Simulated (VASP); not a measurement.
# TaSi (CsCl type) (Pm-3m) in VASP: further runs

Runs on TaSi (CsCl type). Level: PBEsol. Tasks: single point, relaxation of cell and atoms.

Everything below comes from runs of VASP 6.6.1. Logs are shortened: lines on timing, memory, paths and dates and some standing lists are left out, and cuts for length are marked.

### Step 1. The cell of the first run

The structure is cubic, space group Pm-3m (No. 221). The conventional cell has a = 3.124 Å, b = 3.124 Å, c = 3.124 Å, α = 90.00°, β = 90.00°, γ = 90.00°. Ta (site symmetry m-3m) has 8 Si at 2.71 Å and 6 Ta at 3.12 Å within 3.6 Å. Within 3.6 Å of Si (site symmetry m-3m) lie 8 Ta at 2.71 Å and 6 Si at 3.12 Å.

### Step 2. Single point, PBEsol

Contents of INCAR:

```
SYSTEM = TaSi
ALGO = Normal ; EDIFF = 1E-6
ENCUT = 520 ; GGA = PS
ISIF = 2 ; ISMEAR = -1
LASPH = .TRUE. ; LCHARG = .FALSE.
LREAL = .FALSE. ; LWAVE = .FALSE.
NBANDS = 14 ; NELM = 80
PREC = Accurate ; SIGMA = 0.05
```

Contents of KPOINTS:

```
k-points
0
G
  14 14 14
  0 0 0
```

Contents of POSCAR:

```
TaSi
1.0
    3.1244594627      0.0000000000      0.0000000000
    0.0000000000      3.1244594627      0.0000000000
    0.0000000000      0.0000000000      3.1244594627
Ta Si
1 1
Direct
    0.0000000000      0.0000000000      0.0000000000
    0.5000000000      0.5000000000      0.5000000000
```

Potentials or basis: VASP PAW PBE potentials, release 64 (Ta_pv, Si).

Command:

```sh
$ cat potpaw_PBE.64/Ta_pv/POTCAR potpaw_PBE.64/Si/POTCAR > POTCAR
$ mpirun -np 1 vasp_std > vasp.out
```

OUTCAR:

```text
SYSTEM = TaSi
   EDIFF = 1E-6
   ENCUT = 520
   GGA = PS
   ISIF = 2
   ISMEAR = -1
   LASPH = .TRUE.
   LREAL = .FALSE.
   NELM = 80
   PREC = Accurate

 ion  position               nearest neighbor table
   1  0.000  0.000  0.000-   2 2.71   2 2.71   2 2.71   2 2.71   2 2.71   2 2.71   2 2.71   2 2.71

   2  0.500  0.500  0.500-   1 2.71   1 2.71   1 2.71   1 2.71   1 2.71   1 2.71   1 2.71   1 2.71

  LATTYP: Found a simple cubic cell.
 ALAT       =     3.1244594627

  Lattice vectors:

 A1 = (   3.1244594627,   0.0000000000,   0.0000000000)
 A2 = (   0.0000000000,   3.1244594627,   0.0000000000)
 A3 = (   0.0000000000,   0.0000000000,   3.1244594627)

Analysis of symmetry for initial positions (statically):
=====================================================================
 Subroutine PRICEL returns:
 Original cell was already a primitive cell.

 Routine SETGRP: Setting up the symmetry group for a
 simple cubic supercell.

 Subroutine GETGRP returns: Found 48 space group operations
 (whereof 48 operations were pure point group operations)
 out of a pool of 48 trial point group operations.

The static configuration has the point symmetry O_h .

Analysis of symmetry for dynamics (positions and initial velocities):
=====================================================================
 Subroutine PRICEL returns:
 Original cell was already a primitive cell.

 Routine SETGRP: Setting up the symmetry group for a
 simple cubic supercell.

 Subroutine GETGRP returns: Found 48 space group operations
 (whereof 48 operations were pure point group operations)
 out of a pool of 48 trial point group operations.

The dynamic configuration has the point symmetry O_h .

 Subroutine INISYM returns: Found 48 space group operations
 (whereof 48 operations are pure point group operations),
 and found     1 'primitive' translations

----------------------------------------------------------------------------------------

                                     Primitive cell

  volume of cell :      30.5017

  direct lattice vectors                    reciprocal lattice vectors
     3.124459463  0.000000000  0.000000000     0.320055361  0.000000000  0.000000000
     0.000000000  3.124459463  0.000000000     0.000000000  0.320055361  0.000000000
     0.000000000  0.000000000  3.124459463     0.000000000  0.000000000  0.320055361

  length of vectors
     3.124459463  3.124459463  3.124459463     0.320055361  0.320055361  0.320055361

  position of ions in fractional coordinates (direct lattice)
     0.000000000  0.000000000  0.000000000
     0.500000000  0.500000000  0.500000000

  ion indices of the primitive-cell ions
   primitive index   ion index
                 1           1
                 2           2

----------------------------------------------------------------------------------------

 KPOINTS: k-points

Automatic generation of k-mesh.
 Grid dimensions read from file:
 generate k-points for:   14   14   14

 Generating k-lattice:

  Cartesian coordinates                     Fractional coordinates (reciprocal lattice)
     0.022861097  0.000000000  0.000000000     0.071428571  0.000000000  0.000000000
     0.000000000  0.022861097  0.000000000     0.000000000  0.071428571  0.000000000
     0.000000000  0.000000000  0.022861097     0.000000000  0.000000000  0.071428571

  Length of vectors
     0.022861097  0.022861097  0.022861097

  Shift w.r.t. Gamma in fractional coordinates (k-lattice)
     0.000000000  0.000000000  0.000000000

 Subroutine IBZKPT returns following result:
 ===========================================

 Found    120 irreducible k-points:

 Following reciprocal coordinates:
            Coordinates               Weight
  0.000000  0.000000  0.000000      1.000000
  0.071429  0.000000  0.000000      6.000000
  0.142857  0.000000  0.000000      6.000000
  0.214286  0.000000  0.000000      6.000000
  0.285714  0.000000  0.000000      6.000000
  0.357143  0.000000  0.000000      6.000000
[... 16 lines left out ...]
  0.285714  0.214286  0.000000     24.000000
  0.357143  0.214286  0.000000     24.000000
 [... further k-points ...]
   k-points           NKPTS =    120   k-points in BZ     NKDIM =    120   number of bands    NBANDS=     14
   number of dos      NEDOS =    301   number of ions     NIONS =      2
   total plane-waves  NPLWV =  13824
   dimension x,y,z NGX =    24 NGY =   24 NGZ =   24
   dimension x,y,z NGXF=    48 NGYF=   48 NGZF=   48
   ions per type =               1   1
   NGX,Y,Z   is equivalent  to a cutoff of  12.77, 12.77, 12.77 a.u.
   NGXF,Y,Z  is equivalent  to a cutoff of  25.54, 25.54, 25.54 a.u.
 SYSTEM =  TaSi
   PREC   = accura    normal or accurate (medium, high low for compatibility)
   ISTART =      0    job   : 0-new  1-cont  2-samecut
   ICHARG =      2    charge: 1-file 2-atom 10-const
   ISPIN  =      1    spin polarized calculation?
   LNONCOLLINEAR =      F non collinear calculations
[... 64 lines left out ...]
      4      -3.8711      2.00000
      5       5.2871      2.00000
      6       5.2871      2.00000
      7      10.5555      0.00000
      8      10.5555      0.00000
      9      10.5555      0.00000
     10      11.0346      0.00000
     11      11.0346      0.00000
     12      11.0346      0.00000
     13      16.5633      0.00000
     14      18.8855      0.00000

 k-point     2 :       0.0714    0.0000    0.0000
  band No.  band energies     occupation
      1     -25.7815      2.00000
      2     -25.7594      2.00000
      3     -25.7594      2.00000
      4      -3.7729      2.00000
      5       5.2472      2.00000
      6       5.3370      2.00000
      7       9.9004      0.00000
      8       9.9004      0.00000
      9      10.3319      0.00000
     10      11.0619      0.00000
     11      11.7282      0.00000
     12      11.7282      0.00000
     13      16.8913      0.00000
     14      18.4608      0.00000

 k-point     3 :       0.1429    0.0000    0.0000
  band No.  band energies     occupation
      1     -25.8380      2.00000
      2     -25.7543      2.00000
      3     -25.7543      2.00000
      4      -3.4832      2.00000
      5       5.0346      2.00000
      6       5.4824      2.00000
      7       9.1200      0.00000
      8       9.1200      0.00000
      9       9.9942      0.00000
     10      11.1396      0.00000
     11      12.6316      0.00000
     12      12.6316      0.00000
     13      17.4644      0.00000
     14      17.4763      0.00000

 k-point     4 :       0.2143    0.0000    0.0000
  band No.  band energies     occupation
      1     -25.9186      2.00000
      2     -25.7470      2.00000
      3     -25.7470      2.00000
      4      -3.0159      2.00000
      5       4.4810      2.00000
      6       5.7095      2.00000
      7       8.4266      0.00885
      8       8.4266      0.00885
      9      10.0473      0.00000
     10      11.2561      0.00000
     11      13.5546      0.00000
     12      13.5546      0.00000
     13      16.3315      0.00000
     14      17.8409      0.00000

 k-point     5 :       0.2857    0.0000    0.0000
  band No.  band energies     occupation
      1     -26.0067      2.00000
      2     -25.7389      2.00000
      3     -25.7389      2.00000
      4      -2.3907      2.00000
      5       3.5956      2.00000
      6       5.9907      2.00000
      7       7.8555      1.99509
      8       7.8555      1.99509
      9      10.6372      0.00000
     10      11.3913      0.00000
     11      14.4938      0.00000
[... 276 lines left out ...]
 k-point    22 :       0.2143    0.2143    0.0000
  band No.  band energies     occupation
      1     -25.9074      2.00000
      2     -25.8942      2.00000
      3     -25.7330      2.00000
      4      -2.2548      2.00000
      5       4.6089      2.00000
      6       5.1357      2.00000
      7       7.4338      2.00000
      8       8.3620      0.03186
      9       9.9755      0.00000
     10      11.4108      0.00000
     11      12.2845      0.00000
     12      15.3304      0.00000
     13      16.8236      0.00000
     14      20.2180      0.00000

 k-point    23 :       0.2857    0.2143    0.0000
  band No.  band energies     occupation
      1     -25.9875      2.00000
      2     -25.8902      2.00000
      3     -25.7250      2.00000
      4      -1.7152      2.00000
      5       3.8551      2.00000
      6       5.3044      2.00000
      7       7.4078      2.00000
      8       8.1247      1.30099
      9       9.8593      0.00000
     10      11.6244      0.00000
     11      12.5885      0.00000
     12      15.7783      0.00000
     13      16.4776      0.00000
     14      19.0361      0.00000

 k-point    24 :       0.3571    0.2143    0.0000
  band No.  band energies     occupation
      1     -26.0637      2.00000
      2     -25.8813      2.00000
      3     -25.7178      2.00000
      4      -1.0888      2.00000
      5       2.9597      2.00000
      6       5.5766      2.00000
      7       7.2761      2.00000
      8       7.8369      1.99661
      9       9.9425      0.00000
     10      12.1162      0.00000
     11      13.1377      0.00000
     12      15.8898      0.00000
     13      15.9958      0.00000
     14      17.7978      0.00000

 [... further k-points ...]
[... 5 lines left out ...]
  --------------------------------------------------------------------------------------
  -------------------------------------------------------------------------------------
  Total        0.0602911      0.0602911      0.0602911     -0.0000000      0.0000000      0.0000000
  in kB        3.1669331      3.1669331      3.1669331     -0.0000000      0.0000000      0.0000000
  external PRESSURE =       3.1669331 kB  Pullay stress =       0.0000000 kB

 VOLUME and BASIS-vectors are now :
 -----------------------------------------------------------------------------
  energy-cutoff  :      520.00
  volume of cell :       30.50
      direct lattice vectors                 reciprocal lattice vectors
     3.124459463  0.000000000  0.000000000     0.320055361  0.000000000  0.000000000
     0.000000000  3.124459463  0.000000000     0.000000000  0.320055361  0.000000000
     0.000000000  0.000000000  3.124459463     0.000000000  0.000000000  0.320055361

 POSITION                                       TOTAL-FORCE (eV/Angst)
 -----------------------------------------------------------------------------------
      0.00000      0.00000      0.00000         0.000000      0.000000      0.000000
      1.56223      1.56223      1.56223         0.000000      0.000000      0.000000
 -----------------------------------------------------------------------------------
    total drift:                                0.000000      0.000000      0.000000

  FREE ENERGIE OF THE ION-ELECTRON SYSTEM (eV)
  ---------------------------------------------------
  free  energy   TOTEN  =       -18.6093710069 eV

  energy  without entropy=      -18.5969689926  energy(sigma->0) =      -18.60317000
```

Run time: 11 s. Hardware: 1 thread of Intel Xeon 6975P-C (Granite Rapids), shared host; peak memory 0.17 GiB.

What came out:

| Item | Value |
| --- | --- |
| Free energy | -18.6094 eV |
| Pressure | 0.3 GPa |

Levels at points of the mesh, in eV from the Fermi level:
```
           k point  band 3  band 4  band 5  band 6  band 7  band 8  band 9  band 10  band 11  band 12
(0.00, 0.00, 0.00)  -33.92  -12.03   -2.87   -2.87    2.40    2.40    2.40     2.88     2.88     2.88
(0.50, 0.00, 0.00)  -33.88   -8.31   -7.38   -1.56   -1.07   -1.07    3.49     5.04     5.38     9.13
(0.50, 0.50, 0.00)  -33.85   -8.30   -3.25   -3.25   -2.98    0.51    0.51     4.87     5.30     5.40
(0.50, 0.50, 0.50)  -34.20   -5.42   -5.42   -5.42   -3.83    3.43    3.43     3.43     5.49     5.49
```

Caveat: the PAW data sets were made with another functional, which shifts forces and pressure a little; spin-orbit coupling is left out, which moves the levels of the heavy elements.

### Step 3. Relaxation of cell and atoms, PBEsol

This run uses another cell than the first one, of 13.07 Å³/atom, 0.857 times its volume.

Contents of INCAR:

```
SYSTEM = TaSi
PREC     = Accurate       ! precision mode
ENCUT    = 600            ! plane-wave cutoff, eV
EDIFF    = 1E-7           ! SCF threshold, eV
ISMEAR   = -1             ! smearing method
SIGMA    = 0.05           ! smearing width, eV
LREAL    = .FALSE.        ! projectors in reciprocal space
LASPH    = .TRUE.         ! aspherical terms in the spheres
NELM     = 100            ! most SCF steps
ALGO     = Normal         ! electronic algorithm
ISIF     = 3              ! what is computed and relaxed
LWAVE    = .FALSE.        ! write WAVECAR
LCHARG   = .FALSE.        ! write CHGCAR
GGA      = PS             ! functional
IBRION   = 2              ! ionic algorithm
NSW      = 60             ! ionic steps
EDIFFG   = -0.005         ! ionic threshold
```

Contents of KPOINTS:

```
regular mesh
0
G
  14 14 14
  0 0 0
```

Contents of POSCAR:

```
TaSi
1.0
    2.9681763070      0.0000000000      0.0000000000
    0.0000000000      2.9681763070      0.0000000000
    0.0000000000      0.0000000000      2.9681763070
Ta Si
1 1
Direct
    0.0000000000      0.0000000000      0.0000000000
    0.5000000000      0.5000000000      0.5000000000
```

Potentials or basis: VASP PAW PBE potentials, release 64 (Ta_pv, Si).

Command:

```sh
$ cat potpaw_PBE.64/Ta_pv/POTCAR potpaw_PBE.64/Si/POTCAR > POTCAR
$ mpirun -np 1 vasp_std > vasp.out
```

It took 64 s on 1 thread of Intel Xeon 6975P-C (Granite Rapids), shared host; peak memory 0.18 GiB.

The run converged. Its results:

```
Free energy                            : -18.6089 eV
Relaxed volume                         : 15.28 Å³/atom
Relaxed cell                           : a = 3.126 Å, b = 3.126 Å, c = 3.126 Å, α = 90.00°, β = 90.00°, γ = 90.00°
Space group after relaxing (to 0.05 Å) : Pm-3m (No. 221)
Energy gained by relaxing              : 251.4 meV/atom
Ionic steps                            : 20
Pressure after relaxing                : 0.0 GPa
```

The path:
```tsv
step	energy change (eV)	largest force (eV/Å)	pressure (GPa)	volume (Å³)
1	0.0000	0.0000	41.77	26.15
2	0.8591	0.0000	-30.98	41.29
3	-0.4993	0.0000	-2.66	30.98
4	-0.5028	0.0000	-0.45	30.62
5	-0.5028	0.0000	0.15	30.53
6	-0.5028	0.0000	0.16	30.53
7	-0.5028	0.0000	0.16	30.53
8	-0.5028	0.0000	0.15	30.53
9	-0.5028	0.0000	0.15	30.53
10	-0.5028	0.0000	0.15	30.53
11	-0.5028	0.0000	0.15	30.53
12	-0.5028	0.0000	0.15	30.53
13	-0.5028	0.0000	0.15	30.53
14	-0.5028	0.0000	0.15	30.53
15	-0.5028	0.0000	0.15	30.53
16	-0.5029	0.0000	0.15	30.53
17	-0.5029	0.0000	0.13	30.53
18	-0.5029	0.0000	0.12	30.53
19	-0.5029	0.0000	0.08	30.54
20	-0.5029	0.0000	0.01	30.55
```

Final structure:
```cif
data_structure
_symmetry_space_group_name_H-M 'P 1'
_symmetry_Int_Tables_number 1
_cell_length_a 3.1261
_cell_length_b 3.1261
_cell_length_c 3.1261
_cell_angle_alpha 90.000
_cell_angle_beta 90.000
_cell_angle_gamma 90.000
_cell_volume 30.55
loop_
_atom_site_label
_atom_site_type_symbol
_atom_site_fract_x
_atom_site_fract_y
_atom_site_fract_z
_atom_site_occupancy
Ta1 Ta 0.00000 0.00000 0.00000 1
Si1 Si 0.50000 0.50000 0.50000 1
```

Levels at points of the mesh, in eV from the Fermi level:
```tsv
k point	band 4	band 5	band 6	band 7	band 8	band 9	band 10	band 11
(0.00, 0.00, 0.00)	-12.02	-2.86	-2.86	2.39	2.39	2.39	2.87	2.87
(0.50, 0.00, 0.00)	-8.30	-7.37	-1.56	-1.07	-1.07	3.48	5.03	5.38
(0.50, 0.50, 0.00)	-8.29	-3.25	-3.25	-2.98	0.51	0.51	4.86	5.29
(0.50, 0.50, 0.50)	-5.41	-5.41	-5.41	-3.83	3.42	3.42	3.42	5.48
```

Caveat: the volume moved by over 15 % at a fixed basis, so the end points are rough; the PAW data sets were made with another functional, which shifts forces and pressure a little; spin-orbit coupling is left out, which moves the levels of the heavy elements.

### Step 4. Relaxation of cell and atoms, PBEsol

This run uses another cell than the first one, of 13.07 Å³/atom, 0.857 times its volume.

Contents of INCAR:

```
PREC     = Accurate       # precision mode
ENCUT    = 600            # plane-wave cutoff, eV
EDIFF    = 1E-6           # SCF threshold, eV
ISMEAR   = -1             # smearing method
SIGMA    = 0.05           # smearing width, eV
LREAL    = F              # projectors in reciprocal space
LASPH    = T              # aspherical terms in the spheres
NELM     = 60             # most SCF steps
ALGO     = Normal         # electronic algorithm
ISIF     = 3              # what is computed and relaxed
LWAVE    = F              # write WAVECAR
LCHARG   = F              # write CHGCAR
GGA      = PS             # functional
IBRION   = 2              # ionic algorithm
NSW      = 60             # ionic steps
EDIFFG   = -0.005         # ionic threshold
```

Contents of KPOINTS:

```
Automatic mesh
0
Gamma
  14 14 14
```

POSCAR is that of step 3.

Command:

```sh
$ cat potpaw_PBE.64/Ta_pv/POTCAR potpaw_PBE.64/Si/POTCAR > POTCAR
$ mpirun -np 1 vasp_std > vasp.out
```

Run time: 58 s. Hardware: 1 thread of Intel Xeon 6975P-C (Granite Rapids), shared host; peak memory 0.18 GiB.

It converged, with:

```yaml
Free_energy: -18.6089 eV
Relaxed_volume: 15.28 Å³/atom
Relaxed_cell: a = 3.126 Å, b = 3.126 Å, c = 3.126 Å, α = 90.00°, β = 90.00°, γ = 90.00°
Space_group_after_relaxing_to_0.05_Å: Pm-3m (No. 221)
Energy_gained_by_relaxing: 251.4 meV/atom
Ionic_steps: 20
Pressure_after_relaxing: 0.0 GPa
```

The path:
```
step  energy change (eV)  largest force (eV/Å)  pressure (GPa)  volume (Å³)
   1              0.0000                0.0000           41.76        26.15
   2              0.8588                0.0000          -30.97        41.29
   3             -0.4993                0.0000           -2.69        30.98
   4             -0.5028                0.0000           -0.42        30.62
   5             -0.5028                0.0000            0.18        30.52
   6             -0.5028                0.0000            0.18        30.52
   7             -0.5028                0.0000            0.18        30.52
   8             -0.5028                0.0000            0.18        30.52
   9             -0.5028                0.0000            0.17        30.52
  10             -0.5028                0.0000            0.17        30.52
  11             -0.5028                0.0000            0.17        30.52
  12             -0.5028                0.0000            0.17        30.52
  13             -0.5028                0.0000            0.17        30.52
  14             -0.5028                0.0000            0.17        30.52
  15             -0.5028                0.0000            0.17        30.53
  16             -0.5028                0.0000            0.17        30.53
  17             -0.5028                0.0000            0.17        30.53
  18             -0.5029                0.0000            0.13        30.53
  19             -0.5029                0.0000            0.08        30.54
  20             -0.5029                0.0000           -0.04        30.56
```

Final structure:
```yaml
crystal:
  lattice:
    - [3.12643, 0.00000, 0.00000]
    - [0.00000, 3.12643, 0.00000]
    - [0.00000, 0.00000, 3.12643]
  atoms:
    - { symbol: Ta, position: [0.00000, 0.00000, 0.00000] }
    - { symbol: Si, position: [0.50000, 0.50000, 0.50000] }
```

Levels at points of the mesh, in eV from the Fermi level:
```tsv
k point	band 5	band 6	band 7	band 8	band 9	band 10
(0.00, 0.00, 0.00)	-2.86	-2.86	2.39	2.39	2.39	2.87
(0.50, 0.00, 0.00)	-7.37	-1.56	-1.07	-1.07	3.48	5.03
(0.50, 0.50, 0.00)	-3.25	-3.25	-2.98	0.51	0.51	5.29
(0.50, 0.50, 0.50)	-5.41	-5.41	-3.83	3.42	3.42	3.42
```

Caveat: the volume moved by over 15 % at a fixed basis, so the end points are rough; the PAW data sets were made with another functional, which shifts forces and pressure a little; spin-orbit coupling is left out, which moves the levels of the heavy elements.
